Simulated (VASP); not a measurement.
# HfO2 (Fm-3m) in VASP: single point with LDA

Aim: the single point of HfO2 with LDA.

All numbers are computed with VASP 6.6.1; they aren't measurements. Logs are shortened: lines on timing, memory, paths and dates and some standing lists are left out, and cuts for length are marked.

## 1. The cell of the first run

It takes space group Fm-3m (No. 225, cubic). The conventional cell has a = 5.115 Å, b = 5.115 Å, c = 5.115 Å, α = 90.00°, β = 90.00°, γ = 90.00°. Hf (site symmetry m-3m) has 8 O at 2.21 Å within 2.9 Å. O (site symmetry -43m) has 4 Hf at 2.21 Å and 6 O at 2.56 Å within 2.9 Å.

## 2. Single point, LDA

The input, INCAR:

```
PREC = Accurate
ENCUT = 600
EDIFF = 1E-6
ISMEAR = 0
SIGMA = 0.01
LREAL = F
LASPH = T
NELM = 120
ALGO = Normal
ISIF = 2
LWAVE = F
LCHARG = F
NBANDS = 18
GGA_COMPAT = F
```

The input, KPOINTS:

```
Automatic mesh
0
Gamma
  4 4 4
```

The input, POSCAR:

```
HfO2
1.0
    0.0000000000      2.5575000000      2.5575000000
    2.5575000000      0.0000000000      2.5575000000
    2.5575000000      2.5575000000      0.0000000000
Hf O
1 2
Direct
    0.0000000000      0.0000000000      0.0000000000
    0.2500000000      0.2500000000      0.2500000000
    0.7500000000      0.7500000000      0.7500000000
```

Potentials or basis: VASP PAW LDA potentials, release 64 (Hf_pv, O).

Launch:

```sh
cat potpaw_LDA.64/Hf_pv/POTCAR potpaw_LDA.64/O/POTCAR > POTCAR
mpirun -np 1 vasp_std > vasp.out
```

OUTCAR:

```text
PREC = Accurate
   ENCUT = 600
   EDIFF = 1E-6
   ISMEAR = 0
   LREAL = F
   LASPH = T
   NELM = 120
   ISIF = 2

 ion  position               nearest neighbor table
   1  0.000  0.000  0.000-   3 2.21   3 2.21   3 2.21   2 2.21   3 2.21   2 2.21   2 2.21   2 2.21

   2  0.250  0.250  0.250-   1 2.21   1 2.21   1 2.21   1 2.21
   3  0.750  0.750  0.750-   1 2.21   1 2.21   1 2.21   1 2.21

  LATTYP: Found a face centered cubic cell.
 ALAT       =     5.1150000000

  Lattice vectors:

 A1 = (   0.0000000000,   2.5575000000,   2.5575000000)
 A2 = (   2.5575000000,   0.0000000000,   2.5575000000)
 A3 = (   2.5575000000,   2.5575000000,   0.0000000000)

Analysis of symmetry for initial positions (statically):
=====================================================================
 Subroutine PRICEL returns:
 Original cell was already a primitive cell.

 Routine SETGRP: Setting up the symmetry group for a
 face centered cubic supercell.

 Subroutine GETGRP returns: Found 48 space group operations
 (whereof 48 operations were pure point group operations)
 out of a pool of 48 trial point group operations.

The static configuration has the point symmetry O_h .

Analysis of symmetry for dynamics (positions and initial velocities):
=====================================================================
 Subroutine PRICEL returns:
 Original cell was already a primitive cell.

 Routine SETGRP: Setting up the symmetry group for a
 face centered cubic supercell.

 Subroutine GETGRP returns: Found 48 space group operations
 (whereof 48 operations were pure point group operations)
 out of a pool of 48 trial point group operations.

The dynamic configuration has the point symmetry O_h .

 Subroutine INISYM returns: Found 48 space group operations
 (whereof 48 operations are pure point group operations),
 and found     1 'primitive' translations

----------------------------------------------------------------------------------------

                                     Primitive cell

  volume of cell :      33.4562

  direct lattice vectors                    reciprocal lattice vectors
     0.000000000  2.557500000  2.557500000    -0.195503421  0.195503421  0.195503421
     2.557500000  0.000000000  2.557500000     0.195503421 -0.195503421  0.195503421
     2.557500000  2.557500000  0.000000000     0.195503421  0.195503421 -0.195503421

  length of vectors
     3.616851186  3.616851186  3.616851186     0.338621859  0.338621859  0.338621859

  position of ions in fractional coordinates (direct lattice)
     0.000000000  0.000000000  0.000000000
     0.250000000  0.250000000  0.250000000
     0.750000000  0.750000000  0.750000000

  ion indices of the primitive-cell ions
   primitive index   ion index
                 1           1
                 2           2
                 3           3

----------------------------------------------------------------------------------------

 KPOINTS: Automatic mesh

Automatic generation of k-mesh.
 Grid dimensions read from file:
 generate k-points for:    4    4    4

 Generating k-lattice:

  Cartesian coordinates                     Fractional coordinates (reciprocal lattice)
    -0.048875855  0.048875855  0.048875855     0.250000000  0.000000000  0.000000000
     0.048875855 -0.048875855  0.048875855     0.000000000  0.250000000  0.000000000
     0.048875855  0.048875855 -0.048875855     0.000000000  0.000000000  0.250000000

  Length of vectors
     0.084655465  0.084655465  0.084655465

  Shift w.r.t. Gamma in fractional coordinates (k-lattice)
     0.000000000  0.000000000  0.000000000

 Subroutine IBZKPT returns following result:
 ===========================================

 Found      8 irreducible k-points:

 Following reciprocal coordinates:
            Coordinates               Weight
  0.000000  0.000000  0.000000      1.000000
  0.250000  0.000000  0.000000      8.000000
  0.500000  0.000000  0.000000      4.000000
  0.250000  0.250000  0.000000      6.000000
  0.500000  0.250000  0.000000     24.000000
 -0.250000  0.250000  0.000000     12.000000
  0.500000  0.500000  0.000000      3.000000
 -0.250000  0.500000  0.250000      6.000000
   k-points           NKPTS =      8   k-points in BZ     NKDIM =      8   number of bands    NBANDS=     18
   number of dos      NEDOS =    301   number of ions     NIONS =      3
   total plane-waves  NPLWV =  27000
   dimension x,y,z NGX =    30 NGY =   30 NGZ =   30
   dimension x,y,z NGXF=    60 NGYF=   60 NGZF=   60
   ions per type =               1   2
   NGX,Y,Z   is equivalent  to a cutoff of  13.79, 13.79, 13.79 a.u.
   NGXF,Y,Z  is equivalent  to a cutoff of  27.58, 27.58, 27.58 a.u.
 SYSTEM =  unknown system
   PREC   = accura    normal or accurate (medium, high low for compatibility)
   ISTART =      0    job   : 0-new  1-cont  2-samecut
   ICHARG =      2    charge: 1-file 2-atom 10-const
   ISPIN  =      1    spin polarized calculation?
   LNONCOLLINEAR =      F non collinear calculations
   LSORBIT =      F    spin-orbit coupling
   LASPH  =      T    aspherical Exc in radial PAW
   ENCUT  =  600.0 eV  44.10 Ry    6.64 a.u.   7.22  7.22  7.22*2*pi/ulx,y,z
   NELM   =    120;   NELMIN=  2; NELMDL= -5     # of ELM steps
   EDIFF  = 0.1E-05   stopping-criterion for ELM
   LREAL  =      F    real-space projection
   EDIFFG = 0.1E-04   stopping-criterion for IOM
   NSW    =      0    number of steps for IOM
   IBRION =     -1    ionic relax: 0-MD 1-quasi-New 2-CG
   NFREE  =      0    steps in history (QN), initial steepest desc. (CG)
   ISIF   =      2    stress and relaxation
   ISYM   =      2    0-nonsym 1-usesym 2-fastsym
   POTIM  = 0.5000    time-step for ionic-motion
   TEBEG  =    0.0;   TEEND  =   0.0 temperature during run
   PSTRESS=    0.0 pullay stress
   NELECT =      22.0000    total number of electrons
   NUPDOWN=      -1.0000    fix difference up-down
   EMIN   =  10.00;   EMAX   =-10.00  energy-range for DOS
   EFERMI =   0.00;   METHOD = LEGACY
   ISMEAR =     0;   SIGMA  =   0.01  broadening in eV -4-tet -1-fermi 0-gaus
   EFERMI_NEDOS =   21; number of points for ismear=-14 and -15
   IALGO  =     38    algorithm
   IMIX   =      4    mixing-type and parameters
     AMIX     =   0.40;   BMIX     =  1.00
     AMIX_MAG =   1.60;   BMIX_MAG =  1.00
  volume/ion in A,a.u.               =      11.15        75.26
  Fermi-wavevector in a.u.,A,eV,Ry     =   1.423607  2.690227 27.574337  2.026657
  Thomas-Fermi vector in A             =   2.544186
   LORBIT       =      0    0 simple, 1 ext, 2 COOP (PROOUT), +10 PAW based schemes
   GGA     = CA    functional components
   LHFCALC =     F    Hartree Fock is set to
   AEXX    =    0.0000 exact exchange contribution
   IVDW    =     0    specifies the selected vdW correction
   LEPSILON=     F    determine dielectric tensor
   LRPA    =     F    only Hartree local field effects (RPA)
 non-spin polarized calculation
 Gauss-broadening in eV      SIGMA  =   0.01
  energy-cutoff  :      600.00
  volume of cell :       33.46
 maximum number of plane-waves:      1139
 NGX is ok and might be reduce to    30
   NGX = 15   NGY = 15   NGZ = 15

 number of electron      21.9999993 magnetization

 Free energy of the ion-electron system (eV)
  ---------------------------------------------------
  ext. energy  EPLUGINS =         0.00000000
  ---------------------------------------------------
  free energy    TOTEN  =       -32.91519491 eV

  energy without entropy =      -32.91519491  energy(sigma->0) =      -32.91519491

 E-fermi :   3.8876     XC(G=0): -12.1746

 val. band max:        3.8218221170   @ k =   0.5000   0.5000   0.0000
 cond. band min:       7.3467210324   @ k =   0.5000   0.5000   0.0000
 fundamental gap:      3.5248989154
 Fermi energy:         3.8876047585

 k-point     1 :       0.0000    0.0000    0.0000
  band No.  band energies     occupation
      1     -25.7893      2.00000
      2     -25.7893      2.00000
      3     -25.7893      2.00000
      4     -14.4855      2.00000
      5     -11.4592      2.00000
      6      -1.4236      2.00000
      7      -1.4236      2.00000
      8      -1.4236      2.00000
      9       3.2216      2.00000
     10       3.2216      2.00000
     11       3.2216      2.00000
     12       7.4436      0.00000
     13       7.4436      0.00000
     14       9.3005      0.00000
     15      13.8583      0.00000
     16      13.8583      0.00000
     17      13.8583      0.00000
     18      16.2658      0.00000

 k-point     2 :       0.2500    0.0000    0.0000
  band No.  band energies     occupation
      1     -25.9933      2.00000
      2     -25.8125      2.00000
      3     -25.8125      2.00000
      4     -13.8006      2.00000
      5     -11.9716      2.00000
      6      -0.9138      2.00000
      7      -0.9138      2.00000
      8      -0.0736      2.00000
      9       1.8573      2.00000
     10       2.4219      2.00000
     11       2.4219      2.00000
     12       8.1515      0.00000
     13       8.1515      0.00000
     14      10.5609      0.00000
     15      12.6598      0.00000
     16      13.1440      0.00000
     17      13.1440      0.00000
     18      15.9614      0.00000

 k-point     3 :       0.5000    0.0000    0.0000
  band No.  band energies     occupation
      1     -26.1839      2.00000
      2     -25.8356      2.00000
      3     -25.8356      2.00000
      4     -13.2484      2.00000
      5     -12.1966      2.00000
      6      -0.4160      2.00000
      7      -0.4160      2.00000
      8       0.7899      2.00000
      9       1.1216      2.00000
     10       2.0128      2.00000
     11       2.0128      2.00000
     12       8.1517      0.00000
     13       8.1517      0.00000
     14      10.5086      0.00000
     15      12.5318      0.00000
     16      12.8509      0.00000
     17      12.8509      0.00000
     18      15.7585      0.00000

 k-point     4 :       0.2500    0.2500    0.0000
  band No.  band energies     occupation
      1     -26.0069      2.00000
      2     -25.8468      2.00000
      3     -25.8468      2.00000
      4     -13.5144      2.00000
      5     -12.1625      2.00000
      6      -0.7752      2.00000
      7      -0.7752      2.00000
      8      -0.2130      2.00000
      9       0.8141      2.00000
     10       3.1500      2.00000
     11       3.1500      2.00000
     12       8.0371      0.00000
     13       8.1407      0.00000
     14      11.6834      0.00000
     15      12.2934      0.00000
     16      12.2934      0.00000
     17      12.5388      0.00000
     18      16.2412      0.00000

 k-point     5 :       0.5000    0.2500    0.0000
  band No.  band energies     occupation
      1     -26.1288      2.00000
      2     -25.9403      2.00000
      3     -25.8698      2.00000
      4     -12.8364      2.00000
      5     -12.4417      2.00000
      6      -1.4014      2.00000
      7      -0.1854      2.00000
      8      -0.0192      2.00000
      9       2.1521      2.00000
     10       2.4915      2.00000
     11       2.6424      2.00000
     12       8.0575      0.00000
     13       8.6105      0.00000
     14      10.6361      0.00000
     15      11.4943      0.00000
     16      12.1454      0.00000
     17      14.5400      0.00000
     18      16.2172      0.00000

 k-point     6 :      -0.2500    0.2500    0.0000
  band No.  band energies     occupation
      1     -26.0726      2.00000
      2     -25.9530      2.00000
      3     -25.8358      2.00000
      4     -13.0655      2.00000
      5     -12.3641      2.00000
      6      -1.0729      2.00000
      7       0.1856      2.00000
      8       0.1938      2.00000
      9       1.0599      2.00000
     10       1.7632      2.00000
     11       3.1205      2.00000
     12       7.8875      0.00000
     13       8.7894      0.00000
     14      10.8345      0.00000
     15      11.3702      0.00000
     16      12.6708      0.00000
     17      14.2298      0.00000
     18      16.1772      0.00000

 k-point     7 :       0.5000    0.5000    0.0000
  band No.  band energies     occupation
      1     -26.2048      2.00000
      2     -25.9037      2.00000
      3     -25.9037      2.00000
      4     -12.7308      2.00000
      5     -12.3732      2.00000
      6      -2.5827      2.00000
      7       0.4007      2.00000
      8       0.4007      2.00000
      9       2.3142      2.00000
     10       2.3142      2.00000
     11       3.8218      2.00000
     12       7.3467      0.00000
     13       9.0103      0.00000
     14      10.1713      0.00000
     15      11.6709      0.00000
     16      11.6709      0.00000
     17      16.2416      0.00000
     18      16.5705      0.00000

 k-point     8 :      -0.2500    0.5000    0.2500
  band No.  band energies     occupation
      1     -26.0570      2.00000
      2     -26.0570      2.00000
      3     -25.9056      2.00000
      4     -12.5475      2.00000
      5     -12.5475      2.00000
      6      -1.4233      2.00000
      7      -1.1892      2.00000
      8       1.2974      2.00000
      9       1.2974      2.00000
     10       2.4487      2.00000
     11       3.6206      2.00000
     12       8.3787      0.00000
     13       8.6704      0.00000
     14      10.6081      0.00000
     15      10.6081      0.00000
     16      11.8136      0.00000
     17      16.2397      0.00000
     18      16.2963      0.00000

------------------------ aborting loop because EDIFF is reached ----------------------------------------

  FORCE on cell =-STRESS in cart. coord.  units (eV):
  Direction    XX          YY          ZZ          XY          YZ          ZX
  --------------------------------------------------------------------------------------
  -------------------------------------------------------------------------------------
  Total       -4.0931874     -4.0931874     -4.0931874     -0.0000000     -0.0000000     -0.0000000
  in kB     -196.0177007   -196.0177007   -196.0177007     -0.0000000     -0.0000000     -0.0000000
  external PRESSURE =    -196.0177007 kB  Pullay stress =       0.0000000 kB

 VOLUME and BASIS-vectors are now :
 -----------------------------------------------------------------------------
  energy-cutoff  :      600.00
  volume of cell :       33.46
      direct lattice vectors                 reciprocal lattice vectors
     0.000000000  2.557500000  2.557500000    -0.195503421  0.195503421  0.195503421
     2.557500000  0.000000000  2.557500000     0.195503421 -0.195503421  0.195503421
     2.557500000  2.557500000  0.000000000     0.195503421  0.195503421 -0.195503421

 POSITION                                       TOTAL-FORCE (eV/Angst)
 -----------------------------------------------------------------------------------
      0.00000      0.00000      0.00000        -0.000000      0.000000     -0.000000
      1.27875      1.27875      1.27875        -0.000000     -0.000000      0.000000
      3.83625      3.83625      3.83625         0.000000      0.000000     -0.000000
 -----------------------------------------------------------------------------------
    total drift:                                0.000000     -0.000000      0.000000

  FREE ENERGIE OF THE ION-ELECTRON SYSTEM (eV)
  ---------------------------------------------------
  free  energy   TOTEN  =       -32.9151949141 eV

  energy  without entropy=      -32.9151949141  energy(sigma->0) =      -32.91519491
```

Wall time 6.7 s (1 thread of Intel Xeon Platinum 8259CL at 2.50GHz (Skylake/Cascade Lake), shared host); peak memory 0.15 GiB.

What came out:

```
Free energy            : -32.9152 eV
Pressure               : -19.6 GPa
Band gap on the k mesh : 3.52 eV, direct
```

Caveat: the k points lie up to 0.53 Å⁻¹ apart; spin-orbit coupling is left out, which moves the levels of the heavy elements.
